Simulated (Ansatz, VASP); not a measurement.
# Sc in VASP and in Ansatz

```
CELL_PARAMETERS angstrom
2.91609 0.00000 0.00000
0.00000 2.91609 0.00000
0.00000 0.00000 2.91609
ATOMIC_POSITIONS crystal
Sc 0.00000 0.00000 0.00000
```

Alike in both runs: task relaxation of cell and atoms; functional PBEsol; k mesh 14 × 14 × 14; occupations gaussian, width 0.1 eV; no spin polarisation.

|  | VASP | Ansatz |
| --- | --- | --- |
| version | VASP 6.6.1 | Ansatz 0.2.0 |
| potentials or method | VASP PAW PBE potentials, release 64 (Sc_sv), cutoff 600 eV | scalar-relativistic, plane waves, PAW |
| valence electrons in the cell | 11 | 11 |

```tsv
	VASP	Ansatz	Ansatz less VASP
gap on the k mesh at the Fermi level, each at its own relaxed structure (eV)	none	none	-
relaxed volume (Å³/atom)	24.69	24.64	-0.042
relaxed cell length with the largest relative difference (Å)	2.912	2.910	-0.0017
```

VASP's potentials were made for PBE, not for PBEsol. A gap of «none» marks a metal or a gap that the smearing closes.
